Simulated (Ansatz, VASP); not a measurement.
## Two plane-wave programs on ReOs3C

```
CELL_PARAMETERS angstrom
4.03660 0.00000 0.00000
0.00000 4.03660 0.00000
0.00000 0.00000 4.03660
ATOMIC_POSITIONS crystal
Re 0.00000 0.00000 0.00000
Os 0.00000 0.50000 0.50000
Os 0.50000 0.00000 0.50000
Os 0.50000 0.50000 0.00000
C 0.50000 0.50000 0.50000
```

Alike in both runs: functional PBE; k mesh 10 × 10 × 10; occupations gaussian, width 0.1 eV; no spin polarisation.

Ansatz relaxed the structure, and its values are those at the end. VASP's run is a single point on that final structure, the one shown.

|  | VASP | Ansatz |
| --- | --- | --- |
| version | VASP 6.6.1 | Ansatz 0.2.0 |
| potentials or method | VASP PAW PBE potentials, release 64 (Re_sv_GW, Os_sv_GW, C), cutoff 600 eV | scalar-relativistic, plane waves, PAW |
| valence electrons in the cell | 67 | 67 |

Ansatz gave:

```
gap on the k mesh at the Fermi level (eV) : none
pressure (GPa)                            : 0.0
```

Problem. What did VASP give for the same quantities?

Solution. gap on the k mesh at the Fermi level (eV): none; pressure (GPa): -0.5.

A gap of «none» marks a metal or a gap that the smearing closes. The functional is the same, so the differences come from potentials, cutoffs and numerics.

Spin-orbit coupling is off throughout.
